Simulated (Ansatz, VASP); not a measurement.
# One calculation of BaHfO3, two programs

The input POSCAR:

```
BaHfO3
1.0
    4.3491452601      0.0000000000      0.0000000000
    0.0000000000      4.3491452601      0.0000000000
    0.0000000000      0.0000000000      4.3491452601
Ba Hf O
1 1 3
Direct
    0.5000000000      0.5000000000      0.9980043580
    0.0000000000      0.0000000000      0.4980043580
    0.0000000000      0.5000000000      0.4980043580
    0.5000000000      0.0000000000      0.4980043580
    0.0000000000      0.0000000000      0.9980043580
```

The input INCAR.step1:

```
SYSTEM = BaHfO3
ALGO = Normal
EDIFF = 1E-5
ENCUT = 520
GGA = PE
ISIF = 2
ISMEAR = 0
LASPH = .TRUE.
LREAL = .FALSE.
LWAVE = .TRUE.
NBANDS = 27
NELM = 80
PREC = Accurate
SIGMA = 0.01
```

File INCAR.step2:

```
SYSTEM = BaHfO3
ALGO = Normal
EDIFF = 1E-7
ENCUT = 520
GGA = PE
HFSCREEN = 0.2079
ISIF = 2
ISMEAR = 0
ISTART = 1
LASPH = .TRUE.
LCHARG = .TRUE.
LELF = .TRUE.
LHFCALC = .TRUE.
LREAL = .FALSE.
LVHAR = .TRUE.
LWAVE = .FALSE.
NBANDS = 27
NELM = 80
PREC = Accurate
PRECFOCK = Fast
SIGMA = 0.01
```

Contents of KPOINTS:

```
k-points
0
G
  4 4 4
  0 0 0
```

Input for Ansatz:

```yaml
crystal:
  lattice:
    - [4.3491452601, 0.0, 0.0]
    - [0.0, 4.3491452601, 0.0]
    - [0.0, 0.0, 4.3491452601]
  atoms:
    - { symbol: Ba, position: [0.5, 0.5, 0.998004358] }
    - { symbol: Hf, position: [0.0, 0.0, 0.498004358] }
    - { symbol: O, position: [0.0, 0.5, 0.498004358] }
    - { symbol: O, position: [0.5, 0.0, 0.498004358] }
    - { symbol: O, position: [0.0, 0.0, 0.998004358] }
kpoints:
  mp_grid: { grid: [4, 4, 4] }
  band_path:
    path:
      - [0.0, 0.0, 0.0]
      - [0.0, 0.5000001203, 0.0]
      - [0.5000001203, 0.5000001203, 0.0]
      - [0.5000001203, 0.5000001203, 0.4999997595]
      - [0.489583, -0.5, -0.5]
    npoints: 1
hamiltonian:
  xc: hse06
scf:
  occupations: { method: fixed }
  n_extra_bands: 5
output:
  forces: true
  stress: true
  eigenvalues: true
```

Change from the starting cell: hydrostatic strain +4.1%.

Alike in both runs: task single point; functional HSE06; k mesh 4 × 4 × 4; no spin polarisation.

|  | VASP | Ansatz |
| --- | --- | --- |
| version | VASP 6.6.1 | Ansatz 0.2.0 |
| potentials or method | VASP PAW PBE potentials, release 64 (Ba_sv, Hf_pv, O) | plane waves, PAW |
| plane-wave cutoff (eV) | 520 | 420 |
| occupations | gaussian, width 0.01 eV | fixed |
| valence electrons in the cell | 38 | 54 |

Ansatz gave:

* gap on the k mesh at the Fermi level (eV): 4.87
* pressure (GPa): -15.9

Task: What did VASP give for the same quantities?

Result: gap on the k mesh at the Fermi level (eV): 4.75; pressure (GPa): -17.0.

VASP's potentials hold 38 valence electrons a cell and Ansatz's 54, so a difference there can come from the potentials and not from the codes. Ansatz's warnings: stress exchange threshold loose, stress scf threshold loose.

Neither program's run includes spin-orbit coupling.
